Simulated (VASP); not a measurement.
Co, 1 atom in the cell. It takes space group Pm-3m (No. 221, cubic). The conventional cell has a = 2.340 Å, b = 2.340 Å, c = 2.340 Å, α = 90.00°, β = 90.00°, γ = 90.00°. Within 3.1 Å of Co (site symmetry m-3m) lie 6 Co at 2.34 Å. This isn't the form of Co at room conditions, which is hcp.

```yaml
Program: VASP 6.6.1
Task: single point
Functional: HSE06
Potentials_or_basis: VASP PAW PBE potentials, release 64 (Co)
Cutoff: 520 eV
k_mesh: 7 × 7 × 7
Occupations: fermi-dirac, width 0.1 eV
Spin: collinear spin, ferromagnetic start
Starting_moments: "[1.898] μB"
Dipole_correction: no
Grid_for_exact_exchange_PRECFOCK: Normal
Further_INCAR_settings: ALGO = Normal; EDIFF = 1e-06; NBANDS = 14
Share_of_exact_exchange: 0.25
Screening_parameter: 0.2079 1/Å
```

Potentials or basis: VASP PAW PBE potentials, release 64 (Co).

The run is started by

```console
$ cat potpaw_PBE.64/Co/POTCAR > POTCAR
$ cp INCAR.step1 INCAR
$ mpirun -np 1 vasp_std > vasp.out
$ cp INCAR.step2 INCAR
$ mpirun -np 1 vasp_std > vasp.out
```

Hardware: 1 thread of Intel(R) Xeon(R) Platinum 8375C CPU @ 2.90GHz (Ice Lake), with other jobs on the host.

**Question.** Estimate the wall time of this run.

**Answer.** Run time: 54 min on 1 thread of Intel(R) Xeon(R) Platinum 8375C CPU @ 2.90GHz (Ice Lake) (shared host), peak memory 0.23 GiB. Counts: k points 20.
